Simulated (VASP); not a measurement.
A run of VASP 6.6.1 is set up as follows.

File INCAR:

```
ALGO = Normal
EDIFF = 1E-6
ENCUT = 520
GGA = PE
ISIF = 2
ISMEAR = -1
LASPH = True
LCHARG = False
LREAL = False
LWAVE = False
NBANDS = 10
NELM = 100
PREC = Accurate
SIGMA = 0.05
```

The input KPOINTS:

```
k-points
0
Gamma
  15 15 15
```

POSCAR

```
Na
1.0
    2.4845759639      0.0000000000      0.0000000000
    0.0000000000      2.4845759639      0.0000000000
    0.0000000000      0.0000000000      2.4845759639
Na
1
Direct
    0.0000000000      0.0000000000      0.0000000000
```

Potentials or basis: VASP PAW PBE potentials, release 64 (Na_pv).

Command:

```sh
$ cat potpaw_PBE.64/Na_pv/POTCAR > POTCAR
$ mpirun -np 1 vasp_std > vasp.out
```

(1) Predict the pressure.

(2) Predict the band gap on the k mesh.

Results:

(1) 35.1 GPa.

(2) zero (an odd number of electrons rules out a gap without spin polarisation).

Caveat: the cell stands under pressure.
